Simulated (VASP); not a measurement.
# MgCd3Se4 (P-43m) in VASP: single point with LDA

Aim: the single point of MgCd3Se4 with LDA.

Program: VASP 6.6.1. These are calculated values, not measurements. Logs are shortened: lines on timing, memory, paths and dates and some standing lists are left out, and cuts for length are marked.

**1. The cell of the first run**

The structure is cubic, space group P-43m (No. 215). Conventional cell: a = 6.143 Å, b = 6.143 Å, c = 6.143 Å, α = 90.00°, β = 90.00°, γ = 90.00°. Mg (site symmetry -43m) has 4 Se at 2.60 Å within 3.4 Å. Within 3.5 Å of Cd (site symmetry -42m) lie 4 Se at 2.68 Å. Within 3.4 Å of Se (site symmetry 3m) lie 1 Mg at 2.60 Å and 3 Cd at 2.68 Å.

**2. Single point, LDA**

POSCAR

```
MgCd3Se4
1.0
    6.1427644284      0.0000000000      0.0000000000
    0.0000000000      6.1427644284      0.0000000000
    0.0000000000      0.0000000000      6.1427644284
Mg Cd Se
1 3 4
Direct
    0.0000000000      0.0000000000      0.0000000000
    0.0000000000      0.5000000000      0.5000000000
    0.5000000000      0.0000000000      0.5000000000
    0.5000000000      0.5000000000      0.0000000000
    0.7553238963      0.7553238963      0.2446761037
    0.7553238963      0.2446761037      0.7553238963
    0.2446761037      0.7553238963      0.7553238963
    0.2446761037      0.2446761037      0.2446761037
```

INCAR.step1

```
SYSTEM = MgCd3Se4
  PREC = Accurate
  ENCUT = 520
  EDIFF = 1E-7
  ISMEAR = 0
  SIGMA = 0.02
  LREAL = .False.
  LASPH = .True.
  NELM = 100
  ALGO = Normal
  ISIF = 2
  LWAVE = .False.
  LCHARG = .True.
  GGA = CA
  NBANDS = 41
```

KPOINTS.step1

```
Automatic mesh
0
Gamma
  6 6 6
  0 0 0
```

INCAR.step2

```
SYSTEM = MgCd3Se4
  PREC = Accurate
  ENCUT = 520
  EDIFF = 1E-7
  ISMEAR = -5
  SIGMA = 0.02
  LREAL = .False.
  LASPH = .True.
  NELM = 100
  ALGO = Normal
  ISIF = 2
  LWAVE = .False.
  LCHARG = .False.
  GGA = CA
  LORBIT = 10
  NBANDS = 41
  NEDOS = 1001
  ICHARG = 11
```

KPOINTS.step2

```
Automatic mesh
0
Gamma
  9 9 9
  0 0 0
```

Potentials or basis: VASP PAW LDA potentials, release 64 (Mg, Cd, Se).

Run with:

```bash
$ cat potpaw_LDA.64/Mg/POTCAR potpaw_LDA.64/Cd/POTCAR potpaw_LDA.64/Se/POTCAR > POTCAR
$ cp INCAR.step1 INCAR
$ cp KPOINTS.step1 KPOINTS
$ mpirun -np 1 vasp_std > vasp.out
$ cp INCAR.step2 INCAR
$ cp KPOINTS.step2 KPOINTS
$ mpirun -np 1 vasp_std > vasp.out
```

OUTCAR:

```text
SYSTEM = MgCd3Se4
   PREC = Accurate
   ENCUT = 520
   EDIFF = 1E-7
   ISMEAR = -5
   LREAL = .False.
   LASPH = .True.
   NELM = 100
   ISIF = 2
   GGA = CA
   LORBIT = 10
   ICHARG = 11

 ion  position               nearest neighbor table
   1  0.000  0.000  0.000-   5 2.60   6 2.60   7 2.60   8 2.60
   2  0.000  0.500  0.500-   5 2.68   6 2.68   7 2.68   8 2.68
   3  0.500  0.000  0.500-   5 2.68   6 2.68   7 2.68   8 2.68
   4  0.500  0.500  0.000-   5 2.68   6 2.68   7 2.68   8 2.68
   5  0.755  0.755  0.245-   1 2.60   2 2.68   3 2.68   4 2.68
   6  0.755  0.245  0.755-   1 2.60   2 2.68   3 2.68   4 2.68
   7  0.245  0.755  0.755-   1 2.60   2 2.68   3 2.68   4 2.68
   8  0.245  0.245  0.245-   1 2.60   2 2.68   3 2.68   4 2.68

  LATTYP: Found a simple cubic cell.
 ALAT       =     6.1427644284

  Lattice vectors:

 A1 = (   6.1427644284,   0.0000000000,   0.0000000000)
 A2 = (   0.0000000000,   6.1427644284,   0.0000000000)
 A3 = (   0.0000000000,   0.0000000000,   6.1427644284)

Analysis of symmetry for initial positions (statically):
=====================================================================
 Subroutine PRICEL returns:
 Original cell was already a primitive cell.

 Routine SETGRP: Setting up the symmetry group for a
 simple cubic supercell.

 Subroutine GETGRP returns: Found 24 space group operations
 (whereof 24 operations were pure point group operations)
 out of a pool of 48 trial point group operations.

The static configuration has the point symmetry T_d .

Analysis of symmetry for dynamics (positions and initial velocities):
=====================================================================
 Subroutine PRICEL returns:
 Original cell was already a primitive cell.

 Routine SETGRP: Setting up the symmetry group for a
 simple cubic supercell.

 Subroutine GETGRP returns: Found 24 space group operations
 (whereof 24 operations were pure point group operations)
 out of a pool of 48 trial point group operations.

The dynamic configuration has the point symmetry T_d .

 Subroutine INISYM returns: Found 24 space group operations
 (whereof 24 operations are pure point group operations),
 and found     1 'primitive' translations

----------------------------------------------------------------------------------------

                                     Primitive cell

  volume of cell :     231.7883

  direct lattice vectors                    reciprocal lattice vectors
     6.142764428  0.000000000  0.000000000     0.162793155  0.000000000  0.000000000
     0.000000000  6.142764428  0.000000000     0.000000000  0.162793155  0.000000000
     0.000000000  0.000000000  6.142764428     0.000000000  0.000000000  0.162793155

  length of vectors
     6.142764428  6.142764428  6.142764428     0.162793155  0.162793155  0.162793155

  position of ions in fractional coordinates (direct lattice)
     0.000000000  0.000000000  0.000000000
     0.000000000  0.500000000  0.500000000
     0.500000000  0.000000000  0.500000000
     0.500000000  0.500000000  0.000000000
     0.755323896  0.755323896  0.244676104
     0.755323896  0.244676104  0.755323896
     0.244676104  0.755323896  0.755323896
     0.244676104  0.244676104  0.244676104

  ion indices of the primitive-cell ions
   primitive index   ion index
                 1           1
                 2           2
                 3           3
                 4           4
                 5           5
                 6           6
                 7           7
                 8           8

----------------------------------------------------------------------------------------

 KPOINTS: Automatic mesh

Automatic generation of k-mesh.
 Grid dimensions read from file:
 generate k-points for:    9    9    9

 Generating k-lattice:

  Cartesian coordinates                     Fractional coordinates (reciprocal lattice)
     0.018088128  0.000000000  0.000000000     0.111111111  0.000000000  0.000000000
     0.000000000  0.018088128  0.000000000     0.000000000  0.111111111  0.000000000
     0.000000000  0.000000000  0.018088128     0.000000000  0.000000000  0.111111111

  Length of vectors
     0.018088128  0.018088128  0.018088128

  Shift w.r.t. Gamma in fractional coordinates (k-lattice)
     0.000000000  0.000000000  0.000000000

 TETIRR: Found    353 inequivalent tetrahedra from     4374

 Subroutine IBZKPT returns following result:
 ===========================================

 Found     35 irreducible k-points:

 Following reciprocal coordinates:
            Coordinates               Weight
  0.000000  0.000000  0.000000      1.000000
  0.111111  0.000000  0.000000      6.000000
  0.222222  0.000000  0.000000      6.000000
  0.333333  0.000000  0.000000      6.000000
  0.444444  0.000000  0.000000      6.000000
  0.111111  0.111111  0.000000     12.000000
[... 16 lines left out ...]
  0.333333  0.333333  0.111111     24.000000
  0.444444  0.333333  0.111111     48.000000
 [... further k-points ...]
   k-points           NKPTS =     35   k-points in BZ     NKDIM =     35   number of bands    NBANDS=     41
   number of dos      NEDOS =   1001   number of ions     NIONS =      8
   total plane-waves  NPLWV = 110592
   dimension x,y,z NGX =    48 NGY =   48 NGZ =   48
   dimension x,y,z NGXF=    96 NGYF=   96 NGZF=   96
   ions per type =               1   3   4
   NGX,Y,Z   is equivalent  to a cutoff of  12.99, 12.99, 12.99 a.u.
   NGXF,Y,Z  is equivalent  to a cutoff of  25.98, 25.98, 25.98 a.u.
 SYSTEM =  MgCd3Se4
   PREC   = accura    normal or accurate (medium, high low for compatibility)
   ISTART =      0    job   : 0-new  1-cont  2-samecut
   ICHARG =     11    charge: 1-file 2-atom 10-const
   ISPIN  =      1    spin polarized calculation?
   LNONCOLLINEAR =      F non collinear calculations
   LSORBIT =      F    spin-orbit coupling
   LASPH  =      T    aspherical Exc in radial PAW
   ENCUT  =  520.0 eV  38.22 Ry    6.18 a.u.  11.42 11.42 11.42*2*pi/ulx,y,z
   NELM   =    100;   NELMIN=  2; NELMDL=  0     # of ELM steps
   EDIFF  = 0.1E-06   stopping-criterion for ELM
   LREAL  =      F    real-space projection
   EDIFFG = 0.1E-05   stopping-criterion for IOM
   NSW    =      0    number of steps for IOM
   IBRION =     -1    ionic relax: 0-MD 1-quasi-New 2-CG
   NFREE  =      0    steps in history (QN), initial steepest desc. (CG)
   ISIF   =      2    stress and relaxation
   ISYM   =      2    0-nonsym 1-usesym 2-fastsym
   POTIM  = 0.5000    time-step for ionic-motion
   TEBEG  =    0.0;   TEEND  =   0.0 temperature during run
   PSTRESS=    0.0 pullay stress
   NELECT =      62.0000    total number of electrons
   NUPDOWN=      -1.0000    fix difference up-down
   EMIN   =  10.00;   EMAX   =-10.00  energy-range for DOS
   EFERMI =   0.00;   METHOD = LEGACY
   ISMEAR =    -5;   SIGMA  =   0.02  broadening in eV -4-tet -1-fermi 0-gaus
   EFERMI_NEDOS =   21; number of points for ismear=-14 and -15
   IALGO  =     38    algorithm
   IMIX   =      4    mixing-type and parameters
     AMIX     =   0.40;   BMIX     =  1.00
     AMIX_MAG =   1.60;   BMIX_MAG =  1.00
  volume/ion in A,a.u.               =      28.97       195.52
  Fermi-wavevector in a.u.,A,eV,Ry     =   1.054812  1.993305 15.138214  1.112627
  Thomas-Fermi vector in A             =   2.189986
   LORBIT       =     10    0 simple, 1 ext, 2 COOP (PROOUT), +10 PAW based schemes
   GGA     = CA    functional components
   LHFCALC =     F    Hartree Fock is set to
   AEXX    =    0.0000 exact exchange contribution
   IVDW    =     0    specifies the selected vdW correction
   LEPSILON=     F    determine dielectric tensor
   LRPA    =     F    only Hartree local field effects (RPA)
 non-spin polarized calculation
 Fermi weights with tetrahedron method with Bloechl corrections
  energy-cutoff  :      520.00
  volume of cell :      231.79
 maximum number of plane-waves:      6287
 NGX is ok and might be reduce to    48

 number of electron      61.9999953 magnetization

 Free energy of the ion-electron system (eV)
  ---------------------------------------------------
  ext. energy  EPLUGINS =         0.00000000
  ---------------------------------------------------
  free energy    TOTEN  =       -28.54942574 eV

  energy without entropy =      -28.54942574  energy(sigma->0) =      -28.54942574

 E-fermi :   0.3992     XC(G=0):  -8.9136

 val. band max:        0.3870711063   @ k =   0.0000   0.0000   0.0000
 cond. band min:       1.1410279368   @ k =   0.0000   0.0000   0.0000
 fundamental gap:      0.7539568305
 Fermi energy:         0.3992093877

 k-point     1 :       0.0000    0.0000    0.0000
  band No.  band energies     occupation
      1     -11.7692      2.00000
      2     -11.2712      2.00000
      3     -11.2712      2.00000
      4     -11.2712      2.00000
      5      -7.1725      2.00000
      6      -7.1725      2.00000
[... 33 lines left out ...]
     40       6.4563      0.00000
     41       6.4563      0.00000

 k-point     2 :       0.1111    0.0000    0.0000
  band No.  band energies     occupation
      1     -11.7548      2.00000
      2     -11.2864      2.00000
      3     -11.2712      2.00000
      4     -11.2712      2.00000
      5      -7.1699      2.00000
      6      -7.1699      2.00000
[... 957 lines left out ...]
     40       6.7092      0.00000
     41       6.7373      0.00000

 k-point    24 :       0.4444    0.3333    0.1111
  band No.  band energies     occupation
      1     -11.4929      2.00000
      2     -11.4197      2.00000
      3     -11.3462      2.00000
      4     -11.3242      2.00000
      5      -7.1436      2.00000
      6      -7.1361      2.00000
[... 33 lines left out ...]
     40       6.6167      0.00000
     41       6.8146      0.00000

 [... further k-points ...]

------------------------ aborting loop because EDIFF is reached ----------------------------------------

  FORCE on cell =-STRESS in cart. coord.  units (eV):
  Direction    XX          YY          ZZ          XY          YZ          ZX
  --------------------------------------------------------------------------------------
  -------------------------------------------------------------------------------------
  Total       -5.4957475     -5.4957475     -5.4957475      0.0000000     -0.0000000      0.0000000
  in kB      -37.9879422    -37.9879422    -37.9879422      0.0000000     -0.0000000      0.0000000
  external PRESSURE =     -37.9879422 kB  Pullay stress =       0.0000000 kB

 VOLUME and BASIS-vectors are now :
 -----------------------------------------------------------------------------
  energy-cutoff  :      520.00
  volume of cell :      231.79
      direct lattice vectors                 reciprocal lattice vectors
     6.142764428  0.000000000  0.000000000     0.162793155  0.000000000  0.000000000
     0.000000000  6.142764428  0.000000000     0.000000000  0.162793155  0.000000000
     0.000000000  0.000000000  6.142764428     0.000000000  0.000000000  0.162793155

 POSITION                                       TOTAL-FORCE (eV/Angst)
 -----------------------------------------------------------------------------------
      0.00000      0.00000      0.00000        -0.000000     -0.000000      0.000000
      0.00000      3.07138      3.07138        -0.000000     -0.000000     -0.000000
      3.07138      0.00000      3.07138         0.000000     -0.000000     -0.000000
      3.07138      3.07138      0.00000        -0.000000     -0.000000      0.000000
      4.63978      4.63978      1.50299        -0.082629     -0.082629      0.082629
      4.63978      1.50299      4.63978        -0.082629      0.082629     -0.082629
      1.50299      4.63978      4.63978         0.082629     -0.082629     -0.082629
      1.50299      1.50299      1.50299         0.082629      0.082629      0.082629
 -----------------------------------------------------------------------------------
    total drift:                               -0.000000     -0.000000     -0.000000

  FREE ENERGIE OF THE ION-ELECTRON SYSTEM (eV)
  ---------------------------------------------------
  free  energy   TOTEN  =       -28.5494257425 eV

  energy  without entropy=      -28.5494257425  energy(sigma->0) =      -28.54942574

 total charge

# of ion       s       p       d       tot
------------------------------------------
    1        0.175   0.134   0.029   0.338
    2        0.449   0.292   9.543  10.284
    3        0.449   0.292   9.543  10.284
    4        0.449   0.292   9.543  10.284
    5        1.447   2.381   0.017   3.845
    6        1.447   2.381   0.017   3.845
    7        1.447   2.381   0.017   3.845
    8        1.447   2.381   0.017   3.845
--------------------------------------------------
tot          7.311  10.535  28.723  46.569
```

Wall time 2.9 min (1 thread of Intel Xeon 6975P-C (Granite Rapids), shared host); peak memory 0.42 GiB.

What came out:

| Item | Value |
| --- | --- |
| Valence electrons inside the program's atomic spheres | Mg 0.34; Cd 10.28; Se 3.85 |
